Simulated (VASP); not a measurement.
# SiNi2 (P6_3/mmc) in VASP: further runs

SiNi2 is run at these levels: r2SCAN; tasks: single point.

Program: VASP 6.6.1. These are calculated values, not measurements. Logs are shortened: lines on timing, memory, paths and dates and some standing lists are left out, and cuts for length are marked.

## Step 1: The cell of the first run

The structure is hexagonal, space group P6_3/mmc (No. 194). Conventional cell: a = 3.928 Å, b = 3.928 Å, c = 4.927 Å, α = 90.00°, β = 90.00°, γ = 120.00°. Within 3.0 Å of Si (site symmetry -6m2) lie 11 Ni at 2.27 to 2.58 Å. Ni (site symmetry -3m) has 8 Ni at 2.46 to 2.58 Å and 6 Si at 2.58 Å within 3.3 Å. Ni (site symmetry -6m2) has 5 Si at 2.27 to 2.46 Å and 6 Ni at 2.58 Å within 3.0 Å.

## Step 2: Single point, r2SCAN (strain +0.015 along x and y, +0.000 along z)

File POSCAR:

```
SiNi2
1.0
    3.9275886859      0.0000000000      0.0000000000
   -1.9637943430      3.4013915776      0.0000000000
    0.0000000000      0.0000000000      4.9268111706
Si Ni
2 4
Direct
    0.3333333333      0.6666666667      0.7500000000
    0.6666666667      0.3333333333      0.2500000000
    0.0000000000      0.0000000000      0.0000000000
    0.0000000000      0.0000000000      0.5000000000
    0.3333333333      0.6666666667      0.2500000000
    0.6666666667      0.3333333333      0.7500000000
```

File INCAR.step1:

```
ALGO = Normal
EDIFF = 1E-4
ENCUT = 520
GGA = PE
ISMEAR = 0
LASPH = T
LCHARG = F
LREAL = F
LWAVE = T
NBANDS = 33
NELM = 60
PREC = Accurate
SIGMA = 0.15
```

File INCAR.step2:

```
ALGO = Normal
EDIFF = 1E-7
ENCUT = 520
ISIF = 2
ISMEAR = 0
ISTART = 1
LASPH = T
LCHARG = F
LMIXTAU = T
LREAL = F
LWAVE = F
METAGGA = R2SCAN
NBANDS = 33
NELM = 60
PREC = Accurate
SIGMA = 0.15
```

File KPOINTS:

```
k-points
0
Gamma
  12 12 10
```

Potentials or basis: VASP PAW PBE potentials, release 64 (Si, Ni).

Started as:

```sh
> cat potpaw_PBE.64/Si/POTCAR potpaw_PBE.64/Ni/POTCAR > POTCAR
> cp INCAR.step1 INCAR
> mpirun -np 1 vasp_std > vasp.out
> cp INCAR.step2 INCAR
> mpirun -np 1 vasp_std > vasp.out
```

OUTCAR:

```text
EDIFF = 1E-7
   ENCUT = 520
   ISIF = 2
   ISMEAR = 0
   ISTART = 1
   LASPH = T
   LREAL = F
   METAGGA = R2SCAN
   NELM = 60
   PREC = Accurate

 ion  position               nearest neighbor table
   1  0.333  0.667  0.750-   6 2.27   6 2.27   6 2.27   5 2.46   5 2.46   3 2.58   4 2.58   4 2.58
                             3 2.58   4 2.58   3 2.58
   2  0.667  0.333  0.250-   5 2.27   5 2.27   5 2.27   6 2.46   6 2.46   3 2.58   4 2.58   3 2.58
                             4 2.58   3 2.58   4 2.58
   3  0.000  0.000  0.000-   4 2.46   4 2.46   1 2.58   5 2.58   6 2.58   2 2.58   2 2.58   6 2.58
                             1 2.58   5 2.58   2 2.58   6 2.58   1 2.58   5 2.58
   4  0.000  0.000  0.500-   3 2.46   3 2.46   1 2.58   5 2.58   6 2.58   2 2.58   2 2.58   6 2.58
                             1 2.58   5 2.58   2 2.58   6 2.58   1 2.58   5 2.58
   5  0.333  0.667  0.250-   2 2.27   2 2.27   2 2.27   1 2.46   1 2.46   3 2.58   4 2.58   4 2.58
                             3 2.58   4 2.58   3 2.58
   6  0.667  0.333  0.750-   1 2.27   1 2.27   1 2.27   2 2.46   2 2.46   3 2.58   4 2.58   3 2.58
                             4 2.58   3 2.58   4 2.58

  LATTYP: Found a hexagonal cell.
 ALAT       =     3.9275886859
 C/A-ratio  =     1.2544111832

  Lattice vectors:

 A1 = (   3.9275886859,   0.0000000000,   0.0000000000)
 A2 = (  -1.9637943430,   3.4013915776,   0.0000000000)
 A3 = (   0.0000000000,   0.0000000000,   4.9268111706)

Analysis of symmetry for initial positions (statically):
=====================================================================
 Subroutine PRICEL returns:
 Original cell was already a primitive cell.

 Routine SETGRP: Setting up the symmetry group for a
 hexagonal supercell.

 Subroutine GETGRP returns: Found 24 space group operations
 (whereof 12 operations were pure point group operations)
 out of a pool of 24 trial point group operations.

The static configuration has the point symmetry D_3d.
 The point group associated with its full space group is D_6h.

Analysis of symmetry for dynamics (positions and initial velocities):
=====================================================================
 Subroutine PRICEL returns:
 Original cell was already a primitive cell.

 Routine SETGRP: Setting up the symmetry group for a
 hexagonal supercell.

 Subroutine GETGRP returns: Found 24 space group operations
 (whereof 12 operations were pure point group operations)
 out of a pool of 24 trial point group operations.

The dynamic configuration has the point symmetry D_3d.
 The point group associated with its full space group is D_6h.

 Subroutine INISYM returns: Found 24 space group operations
 (whereof 12 operations are pure point group operations),
 and found     1 'primitive' translations

----------------------------------------------------------------------------------------

                                     Primitive cell

  volume of cell :      65.8186

  direct lattice vectors                    reciprocal lattice vectors
     3.927588686  0.000000000  0.000000000     0.254609146  0.146998659  0.000000000
    -1.963794343  3.401391578  0.000000000     0.000000000  0.293997318  0.000000000
     0.000000000  0.000000000  4.926811171     0.000000000  0.000000000  0.202971043

  length of vectors
     3.927588686  3.927588686  4.926811171     0.293997318  0.293997318  0.202971043

  position of ions in fractional coordinates (direct lattice)
     0.333333333  0.666666667  0.750000000
     0.666666667  0.333333333  0.250000000
     0.000000000  0.000000000  0.000000000
     0.000000000  0.000000000  0.500000000
     0.333333333  0.666666667  0.250000000
     0.666666667  0.333333333  0.750000000

  ion indices of the primitive-cell ions
   primitive index   ion index
                 1           1
                 2           2
                 3           3
                 4           4
                 5           5
                 6           6

----------------------------------------------------------------------------------------

 KPOINTS: k-points

Automatic generation of k-mesh.
 Grid dimensions read from file:
 generate k-points for:   12   12   10

 Generating k-lattice:

  Cartesian coordinates                     Fractional coordinates (reciprocal lattice)
     0.021217429  0.012249888  0.000000000     0.083333333  0.000000000  0.000000000
     0.000000000  0.024499776  0.000000000     0.000000000  0.083333333  0.000000000
     0.000000000  0.000000000  0.020297104     0.000000000  0.000000000  0.100000000

  Length of vectors
     0.024499776  0.024499776  0.020297104

  Shift w.r.t. Gamma in fractional coordinates (k-lattice)
     0.000000000  0.000000000  0.000000000

 Subroutine IBZKPT returns following result:
 ===========================================

 Found    114 irreducible k-points:

 Following reciprocal coordinates:
            Coordinates               Weight
  0.000000  0.000000  0.000000      1.000000
  0.083333  0.000000  0.000000      6.000000
  0.166667  0.000000  0.000000      6.000000
  0.250000  0.000000  0.000000      6.000000
  0.333333  0.000000  0.000000      6.000000
  0.416667  0.000000  0.000000      6.000000
[... 16 lines left out ...]
  0.250000  0.000000  0.100000     12.000000
  0.333333  0.000000  0.100000     12.000000
 [... further k-points ...]
   k-points           NKPTS =    114   k-points in BZ     NKDIM =    114   number of bands    NBANDS=     33
   number of dos      NEDOS =    301   number of ions     NIONS =      6
   total plane-waves  NPLWV =  36000
   dimension x,y,z NGX =    30 NGY =   30 NGZ =   40
   dimension x,y,z NGXF=    60 NGYF=   60 NGZF=   80
   ions per type =               2   4
   NGX,Y,Z   is equivalent  to a cutoff of  12.70, 12.70, 13.50 a.u.
   NGXF,Y,Z  is equivalent  to a cutoff of  25.40, 25.40, 26.99 a.u.
 SYSTEM =  unknown system
   PREC   = accura    normal or accurate (medium, high low for compatibility)
   ISTART =      1    job   : 0-new  1-cont  2-samecut
   ICHARG =      0    charge: 1-file 2-atom 10-const
   ISPIN  =      1    spin polarized calculation?
   LNONCOLLINEAR =      F non collinear calculations
   LSORBIT =      F    spin-orbit coupling
   LASPH  =      T    aspherical Exc in radial PAW
   ENCUT  =  520.0 eV  38.22 Ry    6.18 a.u.   7.30  7.30  9.16*2*pi/ulx,y,z
   NELM   =     60;   NELMIN=  2; NELMDL=  0     # of ELM steps
   EDIFF  = 0.1E-06   stopping-criterion for ELM
   LREAL  =      F    real-space projection
   EDIFFG = 0.1E-05   stopping-criterion for IOM
   NSW    =      0    number of steps for IOM
   IBRION =     -1    ionic relax: 0-MD 1-quasi-New 2-CG
   NFREE  =      0    steps in history (QN), initial steepest desc. (CG)
   ISIF   =      2    stress and relaxation
   ISYM   =      2    0-nonsym 1-usesym 2-fastsym
   POTIM  = 0.5000    time-step for ionic-motion
   TEBEG  =    0.0;   TEEND  =   0.0 temperature during run
   PSTRESS=    0.0 pullay stress
   NELECT =      48.0000    total number of electrons
   NUPDOWN=      -1.0000    fix difference up-down
   EMIN   =  10.00;   EMAX   =-10.00  energy-range for DOS
   EFERMI =   0.00;   METHOD = LEGACY
   ISMEAR =     0;   SIGMA  =   0.15  broadening in eV -4-tet -1-fermi 0-gaus
   EFERMI_NEDOS =   21; number of points for ismear=-14 and -15
   IALGO  =     38    algorithm
   IMIX   =      4    mixing-type and parameters
     AMIX     =   0.40;   BMIX     =  1.00
     AMIX_MAG =   1.60;   BMIX_MAG =  1.00
  volume/ion in A,a.u.               =      10.97        74.03
  Fermi-wavevector in a.u.,A,eV,Ry     =   1.473576  2.784654 29.544028  2.171425
  Thomas-Fermi vector in A             =   2.588452
   LORBIT       =      0    0 simple, 1 ext, 2 COOP (PROOUT), +10 PAW based schemes
   METAGGA = R2SCAN    functional components
   LHFCALC =     F    Hartree Fock is set to
   AEXX    =    0.0000 exact exchange contribution
   IVDW    =     0    specifies the selected vdW correction
   LEPSILON=     F    determine dielectric tensor
   LRPA    =     F    only Hartree local field effects (RPA)
 non-spin polarized calculation
 Gauss-broadening in eV      SIGMA  =   0.15
  energy-cutoff  :      520.00
  volume of cell :       65.82
 maximum number of plane-waves:      1813
 NGX is ok and might be reduce to    30
   NGX = 15   NGY = 15   NGZ = 19

 number of electron      48.0000027 magnetization

 Free energy of the ion-electron system (eV)
  ---------------------------------------------------
  ext. energy  EPLUGINS =         0.00000000
  ---------------------------------------------------
  free energy    TOTEN  =       -68.22346179 eV

  energy without entropy =      -68.18461601  energy(sigma->0) =      -68.20403890

 E-fermi :  10.8891     XC(G=0): -13.9687

 val. band max:       10.8871996824   @ k =   0.2500   0.0000   0.1000
 cond. band min:      10.8897586109   @ k =   0.1667   0.0833   0.2000
 fundamental gap:      0.0025589285
 Fermi energy:        10.8891122371

 k-point     1 :       0.0000    0.0000    0.0000
  band No.  band energies     occupation
      1      -2.2454      2.00000
      2       2.4902      2.00000
      3       4.2305      2.00000
      4       5.6481      2.00000
      5       5.6481      2.00000
      6       6.8808      2.00000
[... 25 lines left out ...]
     32      16.7729      0.00000
     33      19.6476      0.00000

 k-point     2 :       0.0833    0.0000    0.0000
  band No.  band energies     occupation
      1      -2.1534      2.00000
      2       2.5021      2.00000
      3       4.2962      2.00000
      4       5.6299      2.00000
      5       5.6941      2.00000
      6       6.5680      2.00000
[... 25 lines left out ...]
     32      17.2974      0.00000
     33      18.9730      0.00000
[... 754 lines left out ...]
     32      17.8281      0.00000
     33      18.5512      0.00000

 k-point    24 :       0.3333    0.0000    0.1000
  band No.  band energies     occupation
      1      -0.7788      2.00000
      2       2.1727      2.00000
      3       4.2369      2.00000
      4       5.1778      2.00000
      5       6.2203      2.00000
      6       6.3356      2.00000
[... 25 lines left out ...]
     32      18.2940      0.00000
     33      19.3599      0.00000

 [... further k-points ...]
[... 5 lines left out ...]
  --------------------------------------------------------------------------------------
  -------------------------------------------------------------------------------------
  Total       -3.2416432     -3.2416432     -1.2597794      0.0000000      0.0000000      0.0000000
  in kB      -78.9091274    -78.9091274    -30.6659587      0.0000000      0.0000000      0.0000000
  external PRESSURE =     -62.8280711 kB  Pullay stress =       0.0000000 kB

 VOLUME and BASIS-vectors are now :
 -----------------------------------------------------------------------------
  energy-cutoff  :      520.00
  volume of cell :       65.82
      direct lattice vectors                 reciprocal lattice vectors
     3.927588686  0.000000000  0.000000000     0.254609146  0.146998659  0.000000000
    -1.963794343  3.401391578  0.000000000     0.000000000  0.293997318  0.000000000
     0.000000000  0.000000000  4.926811171     0.000000000  0.000000000  0.202971043

 POSITION                                       TOTAL-FORCE (eV/Angst)
 -----------------------------------------------------------------------------------
     -0.00000      2.26759      3.69511        -0.000000      0.000000      0.000000
      1.96379      1.13380      1.23170         0.000000     -0.000000      0.000000
      0.00000      0.00000      0.00000        -0.000000      0.000000      0.000000
      0.00000      0.00000      2.46341        -0.000000      0.000000      0.000000
     -0.00000      2.26759      1.23170         0.000000     -0.000000      0.000000
      1.96379      1.13380      3.69511        -0.000000      0.000000      0.000000
 -----------------------------------------------------------------------------------
    total drift:                                0.000000     -0.000000      0.000000

  FREE ENERGIE OF THE ION-ELECTRON SYSTEM (eV)
  ---------------------------------------------------
  free  energy   TOTEN  =       -68.2234617874 eV

  energy  without entropy=      -68.1846160116  energy(sigma->0) =      -68.20403890
```

Wall time 24 min (1 thread of Oxide Virtual Turin-like, shared host); peak memory 0.29 GiB.

Results:

```
Free energy            : -68.2235 eV
Pressure               : -6.3 GPa
Band gap on the k mesh : zero (bands 24 and 25 overlap by 3.47 eV)
```

Caveat: the cell differs from its parent crystal (strain +0.015 along x and y, +0.000 along z); the cell stands under tension; the PAW data sets were made with another functional, which shifts forces and pressure a little.

## Step 3: Single point, r2SCAN (strain +0.030 along x and y, -0.015 along z)

POSCAR, as its differences from that of step 2:

```diff
@@ -2,5 +2,5 @@
 1.0
-    3.9275886859      0.0000000000      0.0000000000
-   -1.9637943430      3.4013915776      0.0000000000
-    0.0000000000      0.0000000000      4.9268111706
+    3.9856318685      0.0000000000      0.0000000000
+   -1.9928159342      3.4516584482      0.0000000000
+    0.0000000000      0.0000000000      4.8529090030
 Si Ni
```

File INCAR.step1:

```
PREC = Accurate
ENCUT = 520
ISMEAR = 0
SIGMA = 0.15
LREAL = F
LASPH = T
NELM = 60
NBANDS = 33
GGA = PE
ALGO = Normal
EDIFF = 1E-4
LWAVE = T
LCHARG = F
```

File INCAR.step2:

```
PREC = Accurate
ENCUT = 520
EDIFF = 1E-6
ISMEAR = 0
SIGMA = 0.15
LREAL = F
LASPH = T
NELM = 60
ALGO = Normal
ISIF = 2
LWAVE = F
LCHARG = F
METAGGA = R2SCAN
LMIXTAU = T
NBANDS = 33
ISTART = 1
```

File KPOINTS:

```
regular mesh
0
Gamma
  12 12 10
```

Potentials or basis: VASP PAW PBE potentials, release 64 (Si, Ni).

Started as:

```sh
> cat potpaw_PBE.64/Si/POTCAR potpaw_PBE.64/Ni/POTCAR > POTCAR
> cp INCAR.step1 INCAR
> mpirun -np 1 vasp_std > vasp.out
> cp INCAR.step2 INCAR
> mpirun -np 1 vasp_std > vasp.out
```

Run time: 20 min. Hardware: 1 thread of Oxide Virtual Turin-like, shared host; peak memory 0.29 GiB.

It converged, with:

- Free energy: -68.1046 eV
- Pressure: -9.2 GPa
- Band gap on the k mesh: zero (bands 24 and 25 overlap by 3.11 eV)

Stress tensor (GPa, compression positive):
```
-13.55   0.00   0.00
  0.00 -13.55   0.00
  0.00   0.00  -0.54
```

Levels at points of the mesh, in eV from the Fermi level:
```tsv
k point	band 20	band 21	band 22	band 23	band 24	band 25	band 26	band 27	band 28	band 29
(0.00, 0.00, 0.00)	-1.19	-0.65	-0.65	0.25	2.53	2.53	2.56	2.60	2.60	3.28
(0.50, 0.00, 0.00)	-1.41	-1.22	-1.15	-1.05	-0.68	-0.51	1.28	1.78	2.82	3.81
(0.00, 0.00, 0.50)	-1.25	-1.25	-1.25	2.21	2.21	3.18	3.18	3.18	3.18	4.30
(0.50, 0.00, 0.50)	-1.64	-1.26	-1.26	-0.87	-0.87	0.92	0.92	2.76	2.76	6.41
```

Caveat: the cell differs from its parent crystal (strain +0.030 along x and y, -0.015 along z); the stress differs along the axes, from -14 to -1 GPa; the PAW data sets were made with another functional, which shifts forces and pressure a little. Spin polarisation is off, so any magnetic state and its effect on volume and gap are missing.
